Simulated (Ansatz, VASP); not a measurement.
One calculation of Pb4O, two programs

```
Pb O
1.0
     4.25512    0.00000    0.00000
     0.00000    4.25512    0.00000
     0.00000    0.00000    6.01765
Pb O
4 1
Cartesian
  2.1276 0.0000 1.5044
  0.0000 2.1276 4.5132
  2.1276 0.0000 4.5132
  0.0000 2.1276 1.5044
  0.0000 0.0000 0.0000
```

Change from the starting cell: ordered vacancies on the anion sites of antifluorite (P4/mmm, No. 123).

Alike in both runs: task relaxation of cell and atoms; functional PBE; k mesh 4 × 4 × 4; occupations gaussian, width 0.1 eV; no spin polarisation.

|  | VASP | Ansatz |
| --- | --- | --- |
| version | VASP 6.6.1 | Ansatz 0.2.0 |
| potentials or method | VASP PAW PBE potentials, release 64 (Pb_d, O), cutoff 600 eV | scalar-relativistic, plane waves, PAW |
| valence electrons in the cell | 62 | 62 |

```tsv
	VASP	Ansatz	Ansatz less VASP
gap on the k mesh at the Fermi level, each at its own relaxed structure (eV)	none	none	-
relaxed volume (Å³/atom)	27.90	27.82	-0.081
relaxed cell length with the largest relative difference (Å)	6.547	6.529	-0.0184
```

A gap of «none» marks a metal or a gap that the smearing closes.

The k mesh is coarse, so the values compare programs but aren't converged. Spin-orbit coupling is off throughout. Noted on VASP's run: the volume moved by over 15 % at a fixed basis, so the end points are rough.
